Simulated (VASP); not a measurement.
# TiSe3 (P-62m) in VASP: notebook

TiSe3 is run at these levels: PBE; tasks: single point, relaxation of cell and atoms.

Program: VASP 6.6.1. These are calculated values, not measurements. Logs are shortened: lines on timing, memory, paths and dates and some standing lists are left out, and cuts for length are marked.

## (1) The cell of the first run

It takes space group P-62m (No. 189, hexagonal). The conventional cell has a = 5.650 Å, b = 5.650 Å, c = 3.488 Å, α = 90.00°, β = 90.00°, γ = 120.00°. Within 3.5 Å of Ti (site symmetry -62m) lie 6 Se at 2.56 Å and 2 Ti at 3.49 Å. Within 3.5 Å of Se (site symmetry m2m) lie 2 Ti at 2.56 Å and 8 Se at 3.25 to 3.49 Å.

The cell was generated, and may not be a known phase.

## (2) Single point, PBE

INCAR reads:

```
SYSTEM = TiSe3
  ALGO = Normal
  EDIFF = 1E-6
  ENCUT = 520
  GGA = PE
  ISIF = 2
  ISMEAR = 0
  LASPH = .True.
  LCHARG = .True.
  LELF = .True.
  LREAL = .False.
  LVHAR = .True.
  LWAVE = .False.
  NBANDS = 23
  NELM = 100
  PREC = Accurate
  SIGMA = 0.1
```

KPOINTS reads:

```
k-points
0
Gamma
  6 6 6
  0 0 0
```

POSCAR reads:

```
TiSe3
1.0
    5.6498515979      0.0000000000      0.0000000000
   -2.8249257989      4.8929150114      0.0000000000
    0.0000000000      0.0000000000      3.4877039239
Ti Se
1 3
Direct
    0.0000000000      0.0000000000      0.5000000000
    0.6674472320      0.0000000000      0.0000000000
    0.0000000000      0.6674472320      0.0000000000
    0.3325527680      0.3325527680      0.0000000000
```

Potentials or basis: VASP PAW PBE potentials, release 64 (Ti_sv, Se).

Run with:

```sh
$ cat potpaw_PBE.64/Ti_sv/POTCAR potpaw_PBE.64/Se/POTCAR > POTCAR
$ mpirun -np 1 vasp_std > vasp.out
```

OUTCAR:

```text
SYSTEM = TiSe3
   EDIFF = 1E-6
   ENCUT = 520
   GGA = PE
   ISIF = 2
   ISMEAR = 0
   LASPH = .True.
   LREAL = .False.
   NELM = 100
   PREC = Accurate

 ion  position               nearest neighbor table
   1  0.000  0.000  0.500-   3 2.56   3 2.56   2 2.56   2 2.56   4 2.56   4 2.56
   2  0.667  0.000  0.000-   1 2.56   1 2.56
   3  0.000  0.667  0.000-   1 2.56   1 2.56
   4  0.333  0.333  0.000-   1 2.56   1 2.56

  LATTYP: Found a hexagonal cell.
 ALAT       =     5.6498515979
 C/A-ratio  =     0.6173089440

  Lattice vectors:

 A1 = (   5.6498515979,   0.0000000000,   0.0000000000)
 A2 = (  -2.8249257989,   4.8929150114,   0.0000000000)
 A3 = (   0.0000000000,   0.0000000000,   3.4877039239)

Analysis of symmetry for initial positions (statically):
=====================================================================
 Subroutine PRICEL returns:
 Original cell was already a primitive cell.

 Routine SETGRP: Setting up the symmetry group for a
 hexagonal supercell.

 Subroutine GETGRP returns: Found 12 space group operations
 (whereof 12 operations were pure point group operations)
 out of a pool of 24 trial point group operations.

The static configuration has the point symmetry D_3h.

Analysis of symmetry for dynamics (positions and initial velocities):
=====================================================================
 Subroutine PRICEL returns:
 Original cell was already a primitive cell.

 Routine SETGRP: Setting up the symmetry group for a
 hexagonal supercell.

 Subroutine GETGRP returns: Found 12 space group operations
 (whereof 12 operations were pure point group operations)
 out of a pool of 24 trial point group operations.

The dynamic configuration has the point symmetry D_3h.

 Subroutine INISYM returns: Found 12 space group operations
 (whereof 12 operations are pure point group operations),
 and found     1 'primitive' translations

----------------------------------------------------------------------------------------

                                     Primitive cell

  volume of cell :      96.4149

  direct lattice vectors                    reciprocal lattice vectors
     5.649851598  0.000000000  0.000000000     0.176995799  0.102188572  0.000000000
    -2.824925799  4.892915011  0.000000000     0.000000000  0.204377145  0.000000000
     0.000000000  0.000000000  3.487703924     0.000000000  0.000000000  0.286721586

  length of vectors
     5.649851598  5.649851598  3.487703924     0.204377145  0.204377145  0.286721586

  position of ions in fractional coordinates (direct lattice)
     0.000000000  0.000000000  0.500000000
     0.667447232  0.000000000  0.000000000
     1.000000000  0.667447232  0.000000000
     0.332552768  0.332552768  0.000000000

  ion indices of the primitive-cell ions
   primitive index   ion index
                 1           1
                 2           2
                 3           3
                 4           4

----------------------------------------------------------------------------------------

 KPOINTS: k-points

Automatic generation of k-mesh.
 Grid dimensions read from file:
 generate k-points for:    6    6    6

 Generating k-lattice:

  Cartesian coordinates                     Fractional coordinates (reciprocal lattice)
     0.029499300  0.017031429  0.000000000     0.166666667 -0.000000000  0.000000000
     0.000000000  0.034062857  0.000000000     0.000000000  0.166666667  0.000000000
     0.000000000  0.000000000  0.047786931     0.000000000  0.000000000  0.166666667

  Length of vectors
     0.034062857  0.034062857  0.047786931

  Shift w.r.t. Gamma in fractional coordinates (k-lattice)
     0.000000000  0.000000000  0.000000000

 Subroutine IBZKPT returns following result:
 ===========================================

 Found     28 irreducible k-points:

 Following reciprocal coordinates:
            Coordinates               Weight
  0.000000  0.000000  0.000000      1.000000
  0.166667  0.000000  0.000000      6.000000
  0.333333  0.000000  0.000000      6.000000
  0.500000  0.000000  0.000000      3.000000
  0.166667  0.166667  0.000000      6.000000
  0.333333  0.166667  0.000000     12.000000
[... 16 lines left out ...]
  0.166667  0.000000  0.500000      6.000000
  0.333333  0.000000  0.500000      6.000000
 [... further k-points ...]
   k-points           NKPTS =     28   k-points in BZ     NKDIM =     28   number of bands    NBANDS=     23
   number of dos      NEDOS =    301   number of ions     NIONS =      4
   total plane-waves  NPLWV =  49392
   dimension x,y,z NGX =    42 NGY =   42 NGZ =   28
   dimension x,y,z NGXF=    84 NGYF=   84 NGZF=   56
   ions per type =               1   3
   NGX,Y,Z   is equivalent  to a cutoff of  12.36, 12.36, 13.35 a.u.
   NGXF,Y,Z  is equivalent  to a cutoff of  24.72, 24.72, 26.69 a.u.
 SYSTEM =  TiSe3
   PREC   = accura    normal or accurate (medium, high low for compatibility)
   ISTART =      0    job   : 0-new  1-cont  2-samecut
   ICHARG =      2    charge: 1-file 2-atom 10-const
   ISPIN  =      1    spin polarized calculation?
   LNONCOLLINEAR =      F non collinear calculations
   LSORBIT =      F    spin-orbit coupling
   LASPH  =      T    aspherical Exc in radial PAW
   ENCUT  =  520.0 eV  38.22 Ry    6.18 a.u.  10.50 10.50  6.48*2*pi/ulx,y,z
   NELM   =    100;   NELMIN=  2; NELMDL= -5     # of ELM steps
   EDIFF  = 0.1E-05   stopping-criterion for ELM
   LREAL  =      F    real-space projection
   EDIFFG = 0.1E-04   stopping-criterion for IOM
   NSW    =      0    number of steps for IOM
   IBRION =     -1    ionic relax: 0-MD 1-quasi-New 2-CG
   NFREE  =      0    steps in history (QN), initial steepest desc. (CG)
   ISIF   =      2    stress and relaxation
   ISYM   =      2    0-nonsym 1-usesym 2-fastsym
   POTIM  = 0.5000    time-step for ionic-motion
   TEBEG  =    0.0;   TEEND  =   0.0 temperature during run
   PSTRESS=    0.0 pullay stress
   NELECT =      30.0000    total number of electrons
   NUPDOWN=      -1.0000    fix difference up-down
   EMIN   =  10.00;   EMAX   =-10.00  energy-range for DOS
   EFERMI =   0.00;   METHOD = LEGACY
   ISMEAR =     0;   SIGMA  =   0.10  broadening in eV -4-tet -1-fermi 0-gaus
   EFERMI_NEDOS =   21; number of points for ismear=-14 and -15
   IALGO  =     38    algorithm
   IMIX   =      4    mixing-type and parameters
     AMIX     =   0.40;   BMIX     =  1.00
     AMIX_MAG =   1.60;   BMIX_MAG =  1.00
  volume/ion in A,a.u.               =      24.10       162.66
  Fermi-wavevector in a.u.,A,eV,Ry     =   1.109346  2.096361 16.743999  1.230649
  Thomas-Fermi vector in A             =   2.245885
   LORBIT       =      0    0 simple, 1 ext, 2 COOP (PROOUT), +10 PAW based schemes
   GGA     = PE    functional components
   LHFCALC =     F    Hartree Fock is set to
   AEXX    =    0.0000 exact exchange contribution
   IVDW    =     0    specifies the selected vdW correction
   LEPSILON=     F    determine dielectric tensor
   LRPA    =     F    only Hartree local field effects (RPA)
 non-spin polarized calculation
 Gauss-broadening in eV      SIGMA  =   0.10
  energy-cutoff  :      520.00
  volume of cell :       96.41
 maximum number of plane-waves:      2611
   NGX = 21   NGY = 21   NGZ = 13

 number of electron      29.9999994 magnetization

 Free energy of the ion-electron system (eV)
  ---------------------------------------------------
  ext. energy  EPLUGINS =         0.00000000
  ---------------------------------------------------
  free energy    TOTEN  =       -20.34702267 eV

  energy without entropy =      -20.33352772  energy(sigma->0) =      -20.34027519

 E-fermi :   3.6424     XC(G=0):  -9.4696

 val. band max:        3.5976649985   @ k =   0.3333   0.3333   0.0000
 cond. band min:       3.6891405211   @ k =   0.1667   0.1667   0.1667
 fundamental gap:      0.0914755226
 Fermi energy:         3.6424407504

 k-point     1 :       0.0000    0.0000    0.0000
  band No.  band energies     occupation
      1     -53.5873      2.00000
      2     -29.8776      2.00000
      3     -29.8776      2.00000
      4     -29.7403      2.00000
      5     -10.2681      2.00000
      6      -8.1734      2.00000
[... 15 lines left out ...]
     22       9.2299      0.00000
     23      12.3744      0.00000

 k-point     2 :       0.1667    0.0000    0.0000
  band No.  band energies     occupation
      1     -53.5873      2.00000
      2     -29.8776      2.00000
      3     -29.8776      2.00000
      4     -29.7403      2.00000
      5     -10.1516      2.00000
      6      -8.3108      2.00000
[... 15 lines left out ...]
     22       9.5385      0.00000
     23      12.1108      0.00000

 k-point     3 :       0.3333    0.0000    0.0000
  band No.  band energies     occupation
      1     -53.5873      2.00000
      2     -29.8777      2.00000
      3     -29.8776      2.00000
      4     -29.7403      2.00000
      5      -9.8242      2.00000
      6      -8.7120      2.00000
[... 15 lines left out ...]
     22       9.8456      0.00000
     23      11.2388      0.00000

 k-point     4 :       0.5000    0.0000    0.0000
  band No.  band energies     occupation
      1     -53.5873      2.00000
      2     -29.8778      2.00000
      3     -29.8776      2.00000
      4     -29.7403      2.00000
      5      -9.4715      2.00000
      6      -9.1102      2.00000
[... 15 lines left out ...]
     22      10.0577      0.00000
     23      10.4166      0.00000

 k-point     5 :       0.1667    0.1667    0.0000
  band No.  band energies     occupation
      1     -53.5873      2.00000
      2     -29.8777      2.00000
      3     -29.8776      2.00000
      4     -29.7403      2.00000
      5      -9.9289      2.00000
      6      -8.5110      2.00000
[... 15 lines left out ...]
     22       9.7491      0.00000
     23      11.4714      0.00000

 k-point     6 :       0.3333    0.1667    0.0000
  band No.  band energies     occupation
      1     -53.5873      2.00000
      2     -29.8777      2.00000
      3     -29.8776      2.00000
      4     -29.7403      2.00000
      5      -9.5428      2.00000
      6      -8.9138      2.00000
[... 15 lines left out ...]
     22       9.9786      0.00000
     23      10.5717      0.00000

 k-point     7 :       0.3333    0.3333    0.0000
  band No.  band energies     occupation
      1     -53.5873      2.00000
      2     -29.8777      2.00000
      3     -29.8777      2.00000
      4     -29.7403      2.00000
      5      -9.3032      2.00000
      6      -8.8950      2.00000
[... 353 lines left out ...]
     22       9.4899      0.00000
     23      10.4838      0.00000

 k-point    21 :       0.3333    0.3333    0.3333
  band No.  band energies     occupation
      1     -53.5837      2.00000
      2     -29.8692      2.00000
      3     -29.8692      2.00000
      4     -29.7995      2.00000
      5      -8.7209      2.00000
      6      -8.5850      2.00000
[... 15 lines left out ...]
     22      10.0981      0.00000
     23      10.6184      0.00000

 k-point    22 :       0.0000    0.0000    0.5000
  band No.  band energies     occupation
      1     -53.5825      2.00000
      2     -29.8662      2.00000
      3     -29.8662      2.00000
      4     -29.8191      2.00000
      5      -9.4721      2.00000
      6      -7.7976      2.00000
[... 15 lines left out ...]
     22       9.2975      0.00000
     23       9.2975      0.00000

 k-point    23 :       0.1667    0.0000    0.5000
  band No.  band energies     occupation
      1     -53.5825      2.00000
      2     -29.8663      2.00000
      3     -29.8662      2.00000
      4     -29.8191      2.00000
      5      -9.3730      2.00000
      6      -7.9056      2.00000
[... 15 lines left out ...]
     22       8.7575      0.00000
     23       9.1253      0.00000

 k-point    24 :       0.3333    0.0000    0.5000
  band No.  band energies     occupation
      1     -53.5825      2.00000
      2     -29.8663      2.00000
      3     -29.8663      2.00000
      4     -29.8191      2.00000
      5      -9.0910      2.00000
      6      -8.2331      2.00000
[... 15 lines left out ...]
     22       8.3927      0.00000
     23       9.6425      0.00000

 [... further k-points ...]

------------------------ aborting loop because EDIFF is reached ----------------------------------------

  FORCE on cell =-STRESS in cart. coord.  units (eV):
  Direction    XX          YY          ZZ          XY          YZ          ZX
  --------------------------------------------------------------------------------------
  -------------------------------------------------------------------------------------
  Total       -0.0228653     -0.0228653      0.1777241     -0.0000000      0.0000000      0.0000000
  in kB       -0.3799654     -0.3799654      2.9533342     -0.0000000      0.0000000      0.0000000
  external PRESSURE =       0.7311344 kB  Pullay stress =       0.0000000 kB

 VOLUME and BASIS-vectors are now :
 -----------------------------------------------------------------------------
  energy-cutoff  :      520.00
  volume of cell :       96.41
      direct lattice vectors                 reciprocal lattice vectors
     5.649851598  0.000000000  0.000000000     0.176995799  0.102188572  0.000000000
    -2.824925799  4.892915011  0.000000000     0.000000000  0.204377145  0.000000000
     0.000000000  0.000000000  3.487703924     0.000000000  0.000000000  0.286721586

 POSITION                                       TOTAL-FORCE (eV/Angst)
 -----------------------------------------------------------------------------------
      0.00000      0.00000      1.74385        -0.000000     -0.000000     -0.000000
      3.77098      0.00000      0.00000        -0.008195     -0.000000      0.000000
     -1.88549      3.26576      0.00000         0.004097     -0.007097     -0.000000
      0.93944      1.62715      0.00000         0.004097      0.007097      0.000000
 -----------------------------------------------------------------------------------
    total drift:                               -0.000001     -0.000002      0.000000

  FREE ENERGIE OF THE ION-ELECTRON SYSTEM (eV)
  ---------------------------------------------------
  free  energy   TOTEN  =       -20.3470226665 eV

  energy  without entropy=      -20.3335277175  energy(sigma->0) =      -20.34027519
```

It took 66 s on 1 thread of Intel Xeon Platinum 8488C (Sapphire Rapids), shared host; peak memory 0.24 GiB.

What came out:

- Free energy: -20.3470 eV
- Pressure: 0.1 GPa
- Largest force: 0.008 eV/Å
- Band gap on the k mesh: zero (bands 15 and 16 overlap by 1.32 eV)

Forces in eV/Å, atoms in the order of the input:
```
Ti   0.000  0.000  0.000
Se  -0.008  0.000  0.000
Se   0.004 -0.007  0.000
Se   0.004  0.007  0.000
```

Levels at points of the mesh, in eV from the Fermi level:
```tsv
k point	band 11	band 12	band 13	band 14	band 15	band 16	band 17	band 18	band 19	band 20
(0.00, 0.00, 0.00)	-3.02	-1.19	-1.19	-0.86	0.13	0.13	0.92	2.90	2.90	3.26
(0.50, 0.00, 0.00)	-1.57	-1.31	-0.91	-0.49	-0.16	0.06	0.82	1.76	2.03	3.04
(0.00, 0.00, 0.50)	-3.17	-2.94	-2.94	-2.31	1.24	1.24	1.55	1.55	1.83	3.55
(0.50, 0.00, 0.50)	-3.13	-2.46	-2.08	-1.33	-0.19	0.63	0.83	1.23	1.83	3.39
```

## (3) Single point, PBE, collinear spin

INCAR reads:

```
SYSTEM = TiSe3
ALGO     = Normal         ! electronic algorithm
EDIFF    = 1E-6           ! SCF threshold, eV
ENCUT    = 520            ! plane-wave cutoff, eV
GGA      = PE             ! functional
ISIF     = 2              ! what is computed and relaxed
ISMEAR   = 0              ! smearing method
ISPIN    = 2              ! spin polarisation
LASPH    = .True.         ! aspherical terms in the spheres
LCHARG   = .True.         ! write CHGCAR
LELF     = .True.         ! ELF
LMAXMIX  = 4              ! l up to which the mixer works
LORBIT   = 11             ! projections on sites
LREAL    = .False.        ! projectors in reciprocal space
LVHAR    = .True.       
LWAVE    = .False.        ! write WAVECAR
MAGMOM   = 1 0 0 0        ! initial moments
NBANDS   = 27             ! bands
NELM     = 150            ! most SCF steps
PREC     = Accurate       ! precision mode
SIGMA    = 0.1            ! smearing width, eV
```

KPOINTS reads:

```
k-points
0
Gamma
  6 6 4
  0 0 0
```

POSCAR reads:

```
TiSe3
1.0
    5.6263607750      0.0000000035      0.0000000000
   -2.8131803905      4.8725713602      0.0000000000
    0.0000000000      0.0000000000      3.5185191206
Ti Se
1 3
Direct
    0.0000000000      0.0000000000      0.5000000000
    0.6681914918      0.0000000000      0.0000000000
    0.0000000000      0.6681914918      0.0000000000
    0.3318085082      0.3318085082      0.0000000000
```

Potentials or basis: VASP PAW PBE potentials, release 64 (Ti_sv, Se).

Run with:

```sh
$ cat potpaw_PBE.64/Ti_sv/POTCAR potpaw_PBE.64/Se/POTCAR > POTCAR
$ mpirun -np 1 vasp_std > vasp.out
```

It took 2.3 min on 1 thread of Intel Xeon Platinum 8488C (Sapphire Rapids), shared host; peak memory 0.29 GiB.

The run converged. Its results:

| Quantity | Value |
| --- | --- |
| Free energy | -20.3081 eV |
| Pressure | 0.2 GPa |
| Largest force | 0.010 eV/Å |
| Band gap on the k mesh | zero (filled and empty bands overlap) |
| Net moment | 0.00 μB per cell |
| Valence electrons inside the program's atomic spheres | Ti 10.18; Se 3.77 |

Forces on the atoms (eV/Å):
```
Ti   0.000  0.000  0.000
Se  -0.010  0.000  0.000
Se   0.005 -0.008  0.000
Se   0.005  0.008  0.000
```

Stress tensor (GPa, compression positive):
```
0.12 0.00 0.00
0.00 0.12 0.00
0.00 0.00 0.24
```

Levels at points of the mesh, in eV from the Fermi level:
Spin up:
| k point | band 12 | band 13 | band 14 | band 15 | band 16 | band 17 | band 18 | band 19 |
| --- | --- | --- | --- | --- | --- | --- | --- | --- |
| (0.00, 0.00, 0.00) | -1.28 | -1.28 | -1.00 | 0.17 | 0.17 | 0.92 | 2.90 | 2.90 |
| (0.50, 0.00, 0.00) | -1.40 | -0.87 | -0.47 | -0.28 | 0.11 | 0.83 | 1.75 | 1.99 |
| (0.00, 0.00, 0.50) | -2.90 | -2.90 | -2.34 | 1.27 | 1.27 | 1.52 | 1.52 | 1.74 |
| (0.50, 0.00, 0.50) | -2.47 | -2.07 | -1.34 | -0.18 | 0.64 | 0.81 | 1.20 | 1.74 |
Spin down:
| k point | band 13 | band 14 | band 15 | band 16 | band 17 | band 18 |
| --- | --- | --- | --- | --- | --- | --- |
| (0.00, 0.00, 0.00) | -1.28 | -1.00 | 0.17 | 0.17 | 0.92 | 2.89 |
| (0.50, 0.00, 0.00) | -0.87 | -0.47 | -0.28 | 0.11 | 0.83 | 1.75 |
| (0.00, 0.00, 0.50) | -2.90 | -2.34 | 1.27 | 1.27 | 1.52 | 1.52 |
| (0.50, 0.00, 0.50) | -2.07 | -1.34 | -0.18 | 0.64 | 0.81 | 1.20 |

Caveat: the k points lie up to 0.45 Å⁻¹ apart, too coarse for converged energies and pressures of a metal.

(Part 1 of 2 ends here.)

The gap in the log of VASP goes by the Fermi energy; the results here count the filled bands.